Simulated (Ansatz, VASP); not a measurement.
**Two plane-wave programs on HfNbTe4**

```xyz
6
Lattice="3.8313 0.0000 0.0000 -1.9156 3.3180 0.0000 0.0000 0.0000 14.2713" Properties=species:S:1:pos:R:3 pbc="T T T"
Hf    0.0000    0.0000    7.1357
Nb    0.0000    0.0000    0.0000
Te    1.9156    1.1060    8.9707
Te    1.9156    1.1060    1.7775
Te    0.0000    2.2120   12.4938
Te    0.0000    2.2120    5.3007
```

Change from the starting cell: species swapped into the SrCaSi4 type (P-3m1, No. 164).

Alike in both runs: functional PBE; k mesh 6 × 6 × 2; occupations gaussian, width 0.1 eV; no spin polarisation.

Ansatz relaxed the structure, and its values are those at the end. VASP's run is a single point on that final structure, the one shown.

|  | VASP | Ansatz |
| --- | --- | --- |
| version | VASP 6.6.1 | Ansatz 0.2.0 |
| potentials or method | VASP PAW PBE potentials, release 64 (Hf_pv, Nb_sv, Te), cutoff 520 eV | scalar-relativistic, plane waves, PAW |
| valence electrons in the cell | 47 | 103 |

|  | VASP | Ansatz | Ansatz less VASP |
| --- | --- | --- | --- |
| gap on the k mesh at the Fermi level (eV) | none | none | - |
| pressure (GPa) | -0.1 | 0.1 | +0.13 |
| rms of the force components (eV/Å) | 0.012 | 0.007 | -0.0054 |

A gap of «none» marks a metal or a gap that the smearing closes. VASP's potentials hold 47 valence electrons a cell and Ansatz's 103, so a difference there can come from the potentials and not from the codes.

Spin-orbit coupling is off throughout.
